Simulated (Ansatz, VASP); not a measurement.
**Two plane-wave programs on MgSi3N2**

```
Mg Si N
1.0
     5.21012    0.00000    0.00000
    -2.60506    4.51210    0.00000
     0.00000    0.00000    4.98852
Mg Si N
1 3 2
Cartesian
  2.6051 1.5040 0.0000
  2.6051 1.5040 2.4943
  0.0000 0.0000 0.0000
  0.0000 0.0000 2.4943
  0.0000 3.0081 0.5595
  0.0000 3.0081 4.4290
```

Change from the starting cell: species swapped into the La2CuSi3 type (P-6m2, No. 187).

Alike in both runs: functional PBE; k mesh 12 × 12 × 8; occupations gaussian, width 0.1 eV; no spin polarisation.

Ansatz relaxed the structure, and its values are those at the end. VASP's run is a single point on that final structure, the one shown.

```csv
,VASP,Ansatz
version,VASP 6.6.1,Ansatz 0.2.0
potentials or method,"VASP PAW PBE potentials, release 64 (Mg, Si, N), cutoff 520 eV","scalar-relativistic, plane waves, PAW"
valence electrons in the cell,24,32
```

Ansatz gave:

| Quantity | Value |
| --- | --- |
| gap on the k mesh at the Fermi level (eV) | none |
| pressure (GPa) | 0.0 |
| rms of the force components (eV/Å) | 0.002 |

Q: Estimate VASP's values.

A: gap on the k mesh at the Fermi level (eV): none; pressure (GPa): 0.6; rms of the force components (eV/Å): 0.466.

A gap of «none» marks a metal or a gap that the smearing closes. VASP's potentials hold 24 valence electrons a cell and Ansatz's 32, so a difference there can come from the potentials and not from the codes.

Noted on VASP's run: the standard files for N, O and F lose accuracy on very short bonds.
